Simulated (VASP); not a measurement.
Wanted: the native input for a VASP 6.6.1 run.

| Quantity | Value |
| --- | --- |
| Task | single point |
| Functional | r2SCAN |
| Potentials or basis | VASP PAW PBE potentials, release 64 (Ti_sv) |
| Cutoff | 520 eV |
| k mesh | 20 × 20 × 20 |
| Occupations | gaussian, width 0.15 eV |
| Spin | no spin polarisation |
| Dipole correction | no |
| Further INCAR settings | ALGO = Normal; EDIFF = 1e-07; NBANDS = 12 |

Ti:

```
Ti
1.0
     0.07612    2.03000    2.03000
     2.03000    0.07612    2.03000
     2.10613    2.10613    0.00000
Ti
1
Cartesian
  0.0000 0.0000 0.0000
```

This cell differs from its parent crystal: strain +0.0750 x Voigt [0, 0, 0, 0, 0, 1].

One way to write it, as run:

POSCAR

```
Ti
1.0
    0.0761250000      2.0300000000      2.0300000000
    2.0300000000      0.0761250000      2.0300000000
    2.1061250000      2.1061250000      0.0000000000
Ti
1
Direct
    0.0000000000      0.0000000000      0.0000000000
```

INCAR.step1

```
SYSTEM = Ti
PREC = Accurate
ENCUT = 520
ISMEAR = 0
SIGMA = 0.15
LREAL = .FALSE.
LASPH = .TRUE.
NELM = 80
NBANDS = 12
GGA = PE
ALGO = Normal
EDIFF = 1E-4
LWAVE = .TRUE.
LCHARG = .FALSE.
```

INCAR.step2

```
SYSTEM = Ti
PREC = Accurate
ENCUT = 520
EDIFF = 1E-7
ISMEAR = 0
SIGMA = 0.15
LREAL = .FALSE.
LASPH = .TRUE.
NELM = 80
ALGO = Normal
ISIF = 2
LWAVE = .FALSE.
LCHARG = .TRUE.
METAGGA = R2SCAN
LMIXTAU = .TRUE.
LELF = .TRUE.
LVHAR = .TRUE.
NBANDS = 12
ISTART = 1
```

KPOINTS

```
Automatic mesh
0
G
  20 20 20
  0 0 0
```

Potentials or basis: VASP PAW PBE potentials, release 64 (Ti_sv).

Launch:

```console
$ cat potpaw_PBE.64/Ti_sv/POTCAR > POTCAR
$ cp INCAR.step1 INCAR
$ mpirun -np 1 vasp_std > vasp.out
$ cp INCAR.step2 INCAR
$ mpirun -np 1 vasp_std > vasp.out
```

Results of the run:

| Item | Value |
| --- | --- |
| Pressure | 5.0 GPa |
| Band gap on the k mesh | zero (bands 6 and 7 overlap by 1.34 eV) |

Caveat: the cell differs from its parent crystal (strain +0.0750 x Voigt [0, 0, 0, 0, 0, 1]); the cell stands under pressure; the PAW data sets were made with another functional, which shifts forces and pressure a little.

It took 9.5 min on 1 thread of Intel(R) Xeon(R) Platinum 8259CL CPU @ 2.50GHz (Skylake/Cascade Lake) (shared host), peak memory 0.34 GiB.
